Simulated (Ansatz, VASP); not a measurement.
**AgCl in VASP and in Ansatz**

The input INCAR:

```
SYSTEM = AgCl
PREC = Accurate
ENCUT = 520
EDIFF = 1E-6
ISMEAR = -1
SIGMA = 0.02
LREAL = .FALSE.
LASPH = .TRUE.
NELM = 80
ALGO = Normal
ISIF = 2
LWAVE = .FALSE.
LCHARG = .FALSE.
GGA = PE
NBANDS = 16
```

The input KPOINTS:

```
regular mesh
0
G
  8 8 8
  0 0 0
```

POSCAR

```
AgCl
1.0
   -0.0625588467      2.9932462515      2.9932462515
    2.9932462515     -0.0625588467      2.9932462515
    2.9306874048      2.9306874048      0.0000000000
Ag Cl
1 1
Direct
   -0.0071642806     -0.0071642806      0.0071642806
    0.2571642806      0.2571642806      0.2428357194
```

Input for Ansatz:

```yaml
crystal:
  lattice:
    - [-0.0625588467, 2.9932462515, 2.9932462515]
    - [2.9932462515, -0.0625588467, 2.9932462515]
    - [2.9306874048, 2.9306874048, 0.0]
  atoms:
    - { symbol: Ag, position: [-0.0071642806, -0.0071642806, 0.0071642806] }
    - { symbol: Cl, position: [0.2571642806, 0.2571642806, 0.2428357194] }
kpoints:
  mp_grid: { grid: [8, 8, 8] }
  band_path:
    path:
      - [0.0, 0.0, 0.0]
      - [-0.5, -0.5, 0.0]
      - [-0.375, -0.375, 0.25]
      - [-0.375, 0.0, 0.375]
      - [0.0, 0.0, 0.5]
      - [-0.5, -0.25, 0.25]
    npoints: 1
hamiltonian:
  xc: pbe
scf:
  occupations: { method: fermi_dirac, width: 0.02 }
  n_extra_bands: 4
output:
  forces: true
  stress: true
  eigenvalues: true
```

Change from the starting cell: shear_xy strain -4.2%.

Alike in both runs: task single point; functional PBE; k mesh 8 × 8 × 8; occupations fermi-dirac, width 0.02 eV; no spin polarisation.

```csv
,VASP,Ansatz
version,VASP 6.6.1,Ansatz 0.2.0
potentials or method,"VASP PAW PBE potentials, release 64 (Ag, Cl)","plane waves, PAW"
plane-wave cutoff (eV),520,420
valence electrons in the cell,18,26
```

|  | VASP | Ansatz | Ansatz less VASP |
| --- | --- | --- | --- |
| gap on the k mesh at the Fermi level (eV) | 1.22 | 1.22 | +0.001 |
| pressure (GPa) | 1.0 | 1.1 | +0.10 |
| traceless stress, the component that is largest in VASP (GPa) | 0.15 | 0.15 | -0.006 |

VASP's potentials hold 18 valence electrons a cell and Ansatz's 26, so a difference there can come from the potentials and not from the codes.
